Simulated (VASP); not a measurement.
Set up this calculation in VASP 6.6.1, as the native input.

```
Task                   : single point
Functional             : PBE
Potentials or basis    : VASP PAW PBE potentials, release 64 (Rb_sv, Br)
Cutoff                 : 520 eV
k mesh                 : 4 × 4 × 4
Occupations            : gaussian, width 0.1 eV
Spin                   : no spin polarisation
Dipole correction      : no
Further INCAR settings : ALGO = Normal; EDIFF = 1e-06; NBANDS = 38
```

The structure of Rb4Br3 lies in POSCAR:

```
Rb4Br3
1.0
    7.2853733534      0.0000000000      0.0000000000
    0.0000000000      7.2853733534      0.0000000000
    0.0000000000      0.0000000000      7.2853733534
Rb Br
4 3
Direct
    0.5000000000      0.0000000000      0.0000000000
    0.0000000000      0.5000000000      0.0000000000
    0.0000000000      0.0000000000      0.5000000000
    0.0000000000      0.0000000000      0.0000000000
    0.0000000000      0.5000000000      0.5000000000
    0.5000000000      0.0000000000      0.5000000000
    0.5000000000      0.5000000000      0.0000000000
```

These files were run (other wordings do the same):

INCAR

```
PREC = Accurate ; ENCUT = 520
EDIFF = 1E-6 ; ISMEAR = 0
SIGMA = 0.1 ; LREAL = F
LASPH = T ; NELM = 80
ALGO = Normal ; ISIF = 2
LWAVE = F ; LCHARG = F
GGA = PE ; NBANDS = 38
```

KPOINTS

```
regular mesh
0
Gamma
  4 4 4
```

Potentials or basis: VASP PAW PBE potentials, release 64 (Rb_sv, Br).

Launch:

```sh
$ cat potpaw_PBE.64/Rb_sv/POTCAR potpaw_PBE.64/Br/POTCAR > POTCAR
$ mpirun -np 1 vasp_std > vasp.out
```

Results of the run:

The pressure is -0.1 GPa.

Caveat: an odd number of electrons without spin polarisation forces a metal; a magnetic or distorted state may lie lower.

Wall time 2.3 min on 1 thread of Intel(R) Xeon(R) Platinum 8488C (Sapphire Rapids) (shared host), peak memory 0.42 GiB.
